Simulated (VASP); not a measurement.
TaTe: single point with PBE

TaTe:

```
Ta Te
1.0
     0.00000    3.11722    3.11722
     3.11722    0.00000    3.11722
     3.11722    3.11722    0.00000
Ta Te
1 1
Direct
  0.00000 0.00000 0.00000
  0.25000 0.25000 0.25000
```

```
Program             : VASP 6.6.1
Task                : single point
Functional          : PBE
Potentials or basis : VASP PAW PBE potentials, release 64 (Ta_pv, Te)
Cutoff              : 520 eV
k mesh              : 10 × 10 × 10
Occupations         : gaussian, width 0.05 eV
Spin                : collinear spin
Starting moments    : [1.36, 0.0] μB
```

The pressure is 2.9 GPa. The net moment is 1.94 μB per cell and the site moments are Ta +1.33; Te -0.02 μB. The valence electrons inside the program's atomic spheres are Ta 8.82; Te 3.55.

Levels at points of the mesh, in eV from the Fermi level:
Spin up:
```tsv
k point	band 7	band 8	band 9	band 10	band 11	band 12
(0.00, 0.00, 0.00)	-4.14	-0.52	-0.52	0.75	4.32	4.32
(0.50, 0.00, 0.00)	-3.89	-0.26	-0.22	-0.22	2.02	2.02
(0.50, 0.50, 0.00)	-3.45	-1.35	-0.82	0.09	0.75	0.75
```
Spin down:
```
           k point  band 3  band 4  band 5  band 6  band 7  band 8  band 9  band 10  band 11  band 12
(0.00, 0.00, 0.00)  -34.32  -12.80   -3.77   -3.77   -3.77    0.89    0.89     1.24     4.79     4.79
(0.50, 0.00, 0.00)  -34.32  -12.07   -5.21   -3.48   -3.48    0.55    1.12     1.12     2.64     2.64
(0.50, 0.50, 0.00)  -34.33  -11.82   -5.45   -3.18   -3.18   -0.76    0.40     1.55     1.55     1.64
```

Wall time 99 s on 1 thread of AMD EPYC 9R45 96-Core Processor (Zen 5) (shared host), peak memory 0.26 GiB.

Caveat: spin-orbit coupling is left out, which moves the levels of the heavy elements.
